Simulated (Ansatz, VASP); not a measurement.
**BaZrO3 in VASP and in Ansatz**

```
CELL_PARAMETERS angstrom
4.18150 0.00000 0.00000
0.00000 4.18150 0.00000
0.00000 0.00000 4.18150
ATOMIC_POSITIONS crystal
Ba 0.00000 0.00000 0.00000
Zr 0.50000 0.50000 0.50000
O 0.00000 0.50000 0.50000
O 0.50000 0.50000 0.00000
O 0.50000 0.00000 0.50000
```

Alike in both runs: task single point; functional PBE-based screened hybrid with a share of 0.25 of exact exchange and HFSCREEN = 0.1; k mesh 4 × 4 × 4; occupations gaussian, width 0.05 eV; no spin polarisation.

|  | VASP | Ansatz |
| --- | --- | --- |
| version | VASP 6.6.1 | Ansatz 0.2.0 |
| potentials or method | VASP PAW PBE potentials, release 64 (Ba_sv, Zr_sv, O), cutoff 520 eV | scalar-relativistic, plane waves, PAW |
| valence electrons in the cell | 40 | 40 |

VASP gave:

| Quantity | Value |
| --- | --- |
| gap on the k mesh at the Fermi level (eV) | 5.05 |
| least direct gap on the mesh (eV) | 5.33 |
| pressure (GPa) | 2.2 |

Task: Estimate Ansatz's values.

Result: gap on the k mesh at the Fermi level (eV): 5.09; least direct gap on the mesh (eV): 5.35; pressure (GPa): 1.2.

VASP's potentials were made for PBE, not for PBE-based screened hybrid. The functional is the same, so the differences come from potentials, cutoffs and numerics. Ansatz's warnings: stress exchange threshold loose, stress scf threshold loose.

Spin-orbit coupling is off throughout.
